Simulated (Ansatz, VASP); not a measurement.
**MnO: VASP beside Ansatz**

Contents of INCAR:

```
SYSTEM = MnO
PREC = Accurate
ENCUT = 520
EDIFF = 1E-6
ISMEAR = -1
SIGMA = 0.05
LREAL = .FALSE.
LASPH = .TRUE.
NELM = 150
ALGO = Normal
ISIF = 2
LWAVE = .FALSE.
LCHARG = .TRUE.
ISPIN = 2
MAGMOM = 4 0
LORBIT = 11
LMAXMIX = 4
GGA = PE
LELF = .TRUE.
LVHAR = .TRUE.
NBANDS = 20
```

File KPOINTS:

```
regular mesh
0
G
  16 16 16
  0 0 0
```

The input POSCAR:

```
MnO
1.0
    0.0000000000      2.2512401953      2.2512401953
    2.2512401953      0.0000000000      2.2512401953
    2.2512401953      2.2512401953      0.0000000000
Mn O
1 1
Direct
    0.0000000000      0.0000000000      0.0000000000
    0.5000000000      0.5000000000      0.5000000000
```

Input for Ansatz:

```yaml
crystal:
  lattice:
    - [0.0, 2.2512401953, 2.2512401953]
    - [2.2512401953, 0.0, 2.2512401953]
    - [2.2512401953, 2.2512401953, 0.0]
  atoms:
    - { symbol: Mn, position: [0.0, 0.0, 0.0], spin: 4.0 }
    - { symbol: O, position: [0.5, 0.5, 0.5] }
magnetization:
  spin_polarized: true
kpoints:
  mp_grid: { grid: [16, 16, 16] }
  band_path:
    path:
      - [0.0, 0.0, 0.0]
      - [0.5, 0.0, 0.5]
      - [0.625, 0.25, 0.625]
      - [0.375, 0.375, 0.75]
      - [0.0, 0.0, 0.0]
      - [0.5, 0.5, 0.5]
      - [0.5, 0.25, 0.75]
      - [0.5, 0.0, 0.5]
    npoints: 5
scf:
  occupations: { method: fermi_dirac, width: 0.05 }
hamiltonian:
  xc: pbe
  pseudopotentials: { kind: all_electron, lapw: { basis_error: 0.00025 } }
output:
  forces: true
  stress: true
  eigenvalues: true
```

Change from the starting cell: volume scaled by 1.04.

Alike in both runs: task single point; functional PBE; k mesh 16 × 16 × 16; occupations fermi-dirac, width 0.05 eV; collinear spin.

|  | VASP | Ansatz |
| --- | --- | --- |
| version | VASP 6.6.1 | Ansatz 0.2.0 |
| potentials or method | VASP PAW PBE potentials, release 64 (Mn_pv, O), cutoff 520 eV | all-electron LAPW, scalar-relativistic |

```csv
,VASP,Ansatz,Ansatz less VASP
pressure (GPa),-4.1,-4.2,-0.09
net moment per atom (μB),2.42,2.42,0.000
size of the moment on the site where the two differ most (μB),0.20,0.24,+0.031
```

Site moments also hang on the region over which each program counts them. Ansatz ran all-electron here, and VASP with PAW potentials.
